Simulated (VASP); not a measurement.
Write the native input for VASP 6.6.1 that does the following.

| Property | Result |
| --- | --- |
| Task | single point |
| Functional | PBEsol |
| Potentials or basis | VASP PAW PBE potentials, release 64 (Ga_d) |
| Cutoff | 500 eV |
| k mesh | 6 × 6 × 6 |
| Occupations | gaussian, width 0.1 eV |
| Spin | no spin polarisation |
| Dipole correction | no |
| Further INCAR settings | ALGO = Normal; EDIFF = 1e-06; NBANDS = 20 |

The structure of Ga lies in POSCAR:

```
Ga
1.0
    0.0000000000      2.8686936988      2.8686936988
    2.8686936988      0.0000000000      2.8686936988
    2.8686936988      2.8686936988      0.0000000000
Ga
2
Direct
    0.5000000000      0.5000000000      0.5000000000
    0.7500000000      0.7500000000      0.7500000000
```

This isn't the form of Ga at room conditions, which is orthorhombic.

These files were run (other wordings do the same):

INCAR

```
ALGO = Normal
EDIFF = 1E-6
ENCUT = 500
GGA = PS
GGA_COMPAT = False
ISIF = 2
ISMEAR = 0
LASPH = True
LCHARG = False
LREAL = False
LWAVE = False
NBANDS = 20
NELM = 120
PREC = Accurate
SIGMA = 0.1
```

KPOINTS

```
k-points
0
Gamma
  6 6 6
```

Potentials or basis: VASP PAW PBE potentials, release 64 (Ga_d).

Launch:

```sh
$ cat potpaw_PBE.64/Ga_d/POTCAR > POTCAR
$ mpirun -np 1 vasp_std > vasp.out
```

Results of the run:

- Pressure: 0.4 GPa
- Band gap on the k mesh: zero (bands 13 and 14 overlap by 4.32 eV)

Caveat: the PAW data sets were made with another functional, which shifts forces and pressure a little.

Wall time 9.4 s on 1 thread of Intel(R) Xeon(R) Platinum 8559C (Emerald Rapids), with other jobs on the host, peak memory 0.15 GiB.
